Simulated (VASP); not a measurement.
A run of VASP 6.6.1 is set up as follows.

INCAR

```
SYSTEM = Ga
PREC     = Accurate       ! precision mode
ENCUT    = 520            ! plane-wave cutoff, eV
EDIFF    = 1E-6           ! SCF threshold, eV
ISMEAR   = -1             ! smearing method
SIGMA    = 0.05           ! smearing width, eV
LREAL    = .FALSE.        ! projectors in reciprocal space
LASPH    = .TRUE.         ! aspherical terms in the spheres
NELM     = 80             ! most SCF steps
ALGO     = Normal         ! electronic algorithm
ISIF     = 2              ! what is computed and relaxed
LWAVE    = .FALSE.        ! write WAVECAR
LCHARG   = .FALSE.        ! write CHGCAR
GGA      = RE             ! functional
IVDW     = 12             ! dispersion correction
NBANDS   = 12             ! bands
```

The input KPOINTS:

```
Automatic mesh
0
G
  10 10 10
  0 0 0
```

The input POSCAR:

```
Ga
1.0
    2.6576914908      0.0000000000      0.0000000000
    0.0000000000      2.6576914908      0.0000000000
    0.0000000000      0.0000000000      2.6576914908
Ga
1
Direct
    0.0000000000      0.0000000000      0.0000000000
```

Potentials or basis: VASP PAW PBE potentials, release 64 (Ga_d).

Run with:

```sh
$ cat potpaw_PBE.64/Ga_d/POTCAR > POTCAR
$ mpirun -np 1 vasp_std > vasp.out
```

**Question.** What does it give for the dispersion energy per atom?

**Answer.** -0.576 eV.

**Question.** Estimate the pressure.

**Answer.** 0.2 GPa.

Caveat: the PAW data sets were made with another functional, which shifts forces and pressure a little; pairwise dispersion overbinds metals, which lowers pressure and volume.
